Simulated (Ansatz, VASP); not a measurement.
## WS2 in VASP and in Ansatz

Contents of INCAR:

```
ALGO = Normal ; DIPOL = 0.5 0.5 0.398
EDIFF = 1E-7 ; ENCUT = 520
GGA = PE ; IDIPOL = 3
ISIF = 2 ; ISMEAR = 0
IVDW = 12 ; LASPH = True
LCHARG = False ; LDIPOL = True
LREAL = False ; LWAVE = False
NBANDS = 35 ; NELM = 80
PREC = Accurate ; SIGMA = 0.05
```

Contents of KPOINTS:

```
k-points
0
Gamma
  9 9 1
```

Contents of POSCAR:

```
WS2
1.0
    3.1595456883      0.0000000000      0.0000000000
   -1.5797728441      2.7362468304      0.0000000000
    0.0000000000      0.0000000000     23.8042572081
S W
4 2
Direct
    0.3333333333      0.6666666667      0.1890418155
    0.3333333333      0.6666666667      0.3214605076
    0.3333333333      0.6666666667      0.4743743317
    0.3333333333      0.6666666667      0.6067930237
    0.6666666667      0.3333333333      0.2552511585
    0.0000000000      1.0000000000      0.5405836746
```

Input for Ansatz:

```yaml
crystal:
  lattice:
    - [3.1595456883, 0.0, 0.0]
    - [-1.5797728441, 2.7362468304, 0.0]
    - [0.0, 0.0, 23.8042572081]
  atoms:
    - { symbol: S, position: [0.3333333333, 0.6666666667, 0.1890418155] }
    - { symbol: W, position: [0.6666666667, 0.3333333333, 0.2552511585] }
    - { symbol: S, position: [0.3333333333, 0.6666666667, 0.3214605076] }
    - { symbol: S, position: [0.3333333333, 0.6666666667, 0.4743743317] }
    - { symbol: W, position: [0.0, 1.0, 0.5405836746] }
    - { symbol: S, position: [0.3333333333, 0.6666666667, 0.6067930237] }
basis:
  ecutwfc: 420
kpoints:
  mp_grid: { grid: [9, 9, 1] }
hamiltonian:
  xc: pbe
  pseudopotentials: { kind: paw, azcp: { folder: soft_1 } }
  dispersion: d3bj
scf:
  occupations: { method: gaussian, width: 0.05 }
output:
  forces: true
  eigenvalues: true
efield:
  axis: 3
  dipole_correction: true
  ramp_width: 0.04
```

Alike in both runs: task single point; functional PBE; dispersion D3(BJ); k mesh 9 × 9 × 1; occupations gaussian, width 0.05 eV; no spin polarisation.

|  | VASP | Ansatz |
| --- | --- | --- |
| version | VASP 6.6.1 | Ansatz 0.2.0 |
| potentials or method | VASP PAW PBE potentials, release 64 (S, W_sv), cutoff 520 eV | scalar-relativistic, plane waves, PAW |
| valence electrons in the cell | 52 | 52 |

```tsv
	VASP	Ansatz	Ansatz less VASP
gap on the k mesh at the Fermi level (eV)	1.79	1.78	-0.014
least direct gap on the mesh (eV)	1.92	1.92	-0.003
rms of the force components (eV/Å)	0.012	0.012	-0.0001
```

Neither program's run includes spin-orbit coupling.
